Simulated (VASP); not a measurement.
Write the native input for VASP 6.6.1 that does the following.

```yaml
Task: relaxation of cell and atoms
Functional: PBE
Dispersion: D3(BJ)
Potentials_or_basis: VASP PAW PBE potentials, release 64 (Ir, O)
Cutoff: 600 eV
k_mesh: 8 × 8 × 12
Occupations: gaussian, width 0.1 eV
Spin: no spin polarisation
Dipole_correction: no
Further_INCAR_settings: ALGO = Normal; EDIFF = 1e-07; IBRION = 2; EDIFFG = -0.002; NSW = 100; ISIF = 3
```

The structure of IrO2 (d3) lies in POSCAR:

```
IrO2
1.0
    4.5051000000      0.0000000000      0.0000000000
    0.0000000000      4.5051000000      0.0000000000
    0.0000000000      0.0000000000      3.1586000000
Ir O
2 4
Direct
    0.0000000000      0.0000000000      0.0000000000
    0.5000000000      0.5000000000      0.5000000000
    0.3077000000      0.3077000000      0.0000000000
    0.1923000000      0.8077000000      0.5000000000
    0.6923000000      0.6923000000      0.0000000000
    0.8077000000      0.1923000000      0.5000000000
```

These files were run (other wordings do the same):

INCAR

```
SYSTEM = IrO2
ALGO     = Normal         ! electronic algorithm
EDIFF    = 1E-7           ! SCF threshold, eV
EDIFFG   = -0.002         ! ionic threshold
ENCUT    = 600            ! plane-wave cutoff, eV
GGA      = PE             ! functional
GGA_COMPAT= .FALSE.      
IBRION   = 2              ! ionic algorithm
ISIF     = 3              ! what is computed and relaxed
ISMEAR   = 0              ! smearing method
IVDW     = 12             ! dispersion correction
LASPH    = .TRUE.         ! aspherical terms in the spheres
LCHARG   = .FALSE.        ! write CHGCAR
LREAL    = .FALSE.        ! projectors in reciprocal space
LWAVE    = .FALSE.        ! write WAVECAR
NELM     = 120            ! most SCF steps
NELMIN   = 4            
NSW      = 100            ! ionic steps
PREC     = Accurate       ! precision mode
SIGMA    = 0.1            ! smearing width, eV
```

KPOINTS

```
k-points
0
G
  8 8 12
  0 0 0
```

Potentials or basis: VASP PAW PBE potentials, release 64 (Ir, O).

Launch:

```bash
$ cat potpaw_PBE.64/Ir/POTCAR potpaw_PBE.64/O/POTCAR > POTCAR
$ mpirun -np 1 vasp_std > vasp.out
```

Results of the run:

```yaml
Relaxed_volume: 10.80 Å³/atom
Relaxed_cell: a = 4.513 Å, b = 4.513 Å, c = 3.181 Å, α = 90.00°, β = 90.00°, γ = 90.00°
Space_group_after_relaxing_to_0.05_Å: P4_2/mnm (No. 136)
Energy_gained_by_relaxing: 1.7 meV/atom
Ionic_steps: 7
Pressure_after_relaxing: 0.0 GPa
Band_gap_on_the_k_mesh: zero (band 21 reaches 6.53 eV, above the bottom of band 22 at 5.23 eV)
Dispersion_energy_per_atom: -0.245 eV
```

Caveat: spin-orbit coupling is left out, which moves the levels of the heavy elements; pairwise dispersion overbinds metals, which lowers pressure and volume.

Wall time 11 min on 1 thread of Intel(R) Xeon(R) Platinum 8259CL CPU @ 2.50GHz (Skylake/Cascade Lake) (shared host), peak memory 0.33 GiB.
